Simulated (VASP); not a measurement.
ZrNbSe3:

```xyz
5
Lattice="4.6320 0.0000 0.0000 0.0000 4.6320 0.0000 0.0000 0.0000 4.6320" Properties=species:S:1:pos:R:3 pbc="T T T"
Zr    2.3160    2.3160    2.3160
Nb    0.0000    0.0000    0.0000
Se    2.3160    2.3160    0.0000
Se    0.0000    2.3160    2.3160
Se    2.3160    0.0000    2.3160
```

The cell was built from a structure type or drawn by symmetry, and may not be a known phase.

| Item | Value |
| --- | --- |
| Program | VASP 6.6.1 |
| Task | relaxation of cell and atoms |
| Functional | PBE |
| Potentials or basis | VASP PAW PBE potentials, release 64 (Zr_sv, Nb_sv, Se) |
| Cutoff | 600 eV |
| k mesh | 4 × 4 × 4 |
| Occupations | gaussian, width 0.1 eV |
| Spin | collinear spin |
| Starting moments | [-0.01, 3.14, -0.13, -0.13, -0.13] μB |

At the start: pressure 38.9 GPa; volume 19.88 Å³/atom.

Q: How do energy, volume and symmetry change on relaxing?

A: Over 4 steps the energy falls by 675.8 meV/atom and the volume is 27.31 Å³/atom (+37.4 %); space group Pm-3m (No. 221, to 0.1 Å) before and after; moment 2.75 μB per cell.

The path:
| step | energy change (eV) | largest force (eV/Å) | pressure (GPa) | volume (Å³) |
| --- | --- | --- | --- | --- |
| 1 | 0.0000 | 0.0000 | 38.89 | 99.38 |
| 2 | -1.3136 | 0.0000 | -9.95 | 186.18 |
| 3 | -3.3763 | 0.0000 | -0.67 | 137.51 |
| 4 | -3.3791 | 0.0000 | -0.23 | 136.53 |

Final structure:
```
Zr Nb Se
1.0
     5.14923    0.00000    0.00000
     0.00000    5.14923    0.00000
     0.00000    0.00000    5.14923
Zr Nb Se
1 1 3
Direct
  0.50000 0.50000 0.50000
  0.00000 0.00000 0.00000
  0.50000 0.50000 0.00000
  0.00000 0.50000 0.50000
  0.50000 0.00000 0.50000
```

Caveat: the volume moved by over 15 % at a fixed basis, so the end points are rough; the highest band is partly filled, so the run has too few bands.
